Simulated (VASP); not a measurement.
## Y: single point with RPBE

Y:

```
Y
1.0
     0.00000    2.55199    2.55199
     2.55199    0.00000    2.55199
     2.55199    2.55199    0.00000
Y
1
Direct
  0.00000 0.00000 0.00000
```

- Program: VASP 6.6.1
- Task: single point
- Functional: RPBE
- Potentials or basis: VASP PAW PBE potentials, release 64 (Y_sv)
- Cutoff: 520 eV
- k mesh: 9 × 9 × 9
- Occupations: gaussian, width 0.02 eV
- Spin: no spin polarisation

* Pressure: 0.6 GPa

Levels at points of the mesh, in eV from the Fermi level:
```csv
k point,band 3,band 4,band 5,band 6,band 7,band 8
"(0.00, 0.00, 0.00)",-22.54,-22.54,-4.75,1.74,1.74,1.74
```

Run time: 14 s on 1 thread of AMD EPYC 7R13 Processor (Zen 3), on a shared host, peak memory 0.14 GiB.

Caveat: the PAW data sets were made with another functional, which shifts forces and pressure a little.
